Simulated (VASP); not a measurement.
The system is BaTiO3.

```
Ba Ti O
1.0
     4.00600    0.00000    0.00000
     0.00000    4.00600    0.00000
     0.00000    0.00000    4.00600
Ba Ti O
1 1 3
Direct
  0.50000 0.50000 0.50000
  0.00000 0.00000 0.00000
  0.50000 0.00000 0.00000
  0.00000 0.50000 0.00000
  0.00000 0.00000 0.50000
```

Base run:

- Program: VASP 6.6.1
- Functional: PBE
- Potentials or basis: VASP PAW PBE potentials, release 64 (Ba_sv, Ti_sv, O)
- Cutoff: 520 eV
- k mesh: 6 × 6 × 6
- Occupations: gaussian, width 0.01 eV
- Spin: no spin polarisation
- Hubbard terms: Ti d U = 7.0 eV

Its results: band gap on the k mesh 2.62 eV (least direct gap 2.84 eV); pressure 9.0 GPa.

Task: After a change of settings the same cell gave: band gap on the k mesh 2.08 eV (least direct gap 2.26 eV); pressure 5.8 GPa. Which change was it?
A. hubbard terms from Ti d U = 7.0 eV to Ti d U = 3.0 eV
B. hubbard terms from Ti d U = 7.0 eV to Ti d U = 5.0 eV; further incar settings from ALGO = Normal; EDIFF = 1e-07; NBANDS = 28 to ALGO = Normal; EDIFF = 1e-06; NBANDS = 28
C. hubbard terms from Ti d U = 7.0 eV to Ti d U = 1.0 eV

Result: A.

Caveats: the cell stands under pressure; spin-orbit coupling is left out, which moves the levels of the heavy elements.
